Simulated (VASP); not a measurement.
A run of VASP 6.6.1 is set up as follows.

File INCAR:

```
SYSTEM = Zr2Pd2Se
PREC = Accurate ; ENCUT = 520
EDIFF = 1E-7 ; ISMEAR = 0
SIGMA = 0.1 ; LREAL = .FALSE.
LASPH = .TRUE. ; NELM = 60
ALGO = Normal ; ISIF = 2
LWAVE = .FALSE. ; LCHARG = .FALSE.
GGA = PE ; NBANDS = 33
```

File KPOINTS:

```
regular mesh
0
G
  6 6 4
  0 0 0
```

File POSCAR:

```
Zr2Pd2Se
1.0
    4.9653812812     -0.0000000029      0.0000000000
   -2.4826906381      4.3001463304      0.0000000000
    0.0000000000      0.0000000000      5.1544502276
Zr Pd Se
2 2 1
Direct
    0.3333333333      0.6666666667      0.5000000000
    0.6666666667      0.3333333333      0.5000000000
    0.3333333333      0.6666666667      0.0000000000
    0.6666666667      0.3333333333      0.0000000000
    0.0000000000      0.0000000000      0.5000000000
```

Potentials or basis: VASP PAW PBE potentials, release 64 (Zr_sv, Pd, Se).

Command:

```console
$ cat potpaw_PBE.64/Zr_sv/POTCAR potpaw_PBE.64/Pd/POTCAR potpaw_PBE.64/Se/POTCAR > POTCAR
$ mpirun -np 1 vasp_std > vasp.out
```

Q: Predict the pressure.

A: 0.1 GPa.

Q: Predict the band gap on the k mesh.

A: Zero (band 25 reaches 7.69 eV, above the bottom of band 26 at 6.24 eV).

Stress tensor (GPa, compression positive):
```
-0.03  0.00  0.00
 0.00 -0.03  0.00
 0.00  0.00  0.30
```
